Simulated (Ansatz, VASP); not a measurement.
# Two plane-wave programs on Tl

```
CELL_PARAMETERS angstrom
3.45631 0.00000 0.00000
-1.72815 2.99325 0.00000
0.00000 0.00000 11.34998
ATOMIC_POSITIONS crystal
Tl 0.00000 0.00000 0.00000
Tl 0.33333 0.66667 0.25000
Tl 0.00000 0.00000 0.50000
Tl 0.66667 0.33333 0.75000
```

Alike in both runs: task single point; functional PBE; dispersion D3(BJ); k mesh 18 × 18 × 6; occupations gaussian, width 0.1 eV; no spin polarisation.

|  | VASP | Ansatz |
| --- | --- | --- |
| version | VASP 6.6.1 | Ansatz 0.2.0 |
| potentials or method | VASP PAW PBE potentials, release 64 (Tl_d), cutoff 520 eV | scalar-relativistic, plane waves, PAW |
| valence electrons in the cell | 52 | 52 |

```csv
,VASP,Ansatz,Ansatz less VASP
gap on the k mesh at the Fermi level (eV),none,none,-
pressure (GPa),-0.1,0.0,+0.06
"traceless stress, the component that is largest in VASP (GPa)",-0.14,-0.14,+0.004
```

A gap of «none» marks a metal or a gap that the smearing closes.

Spin-orbit coupling is off throughout.
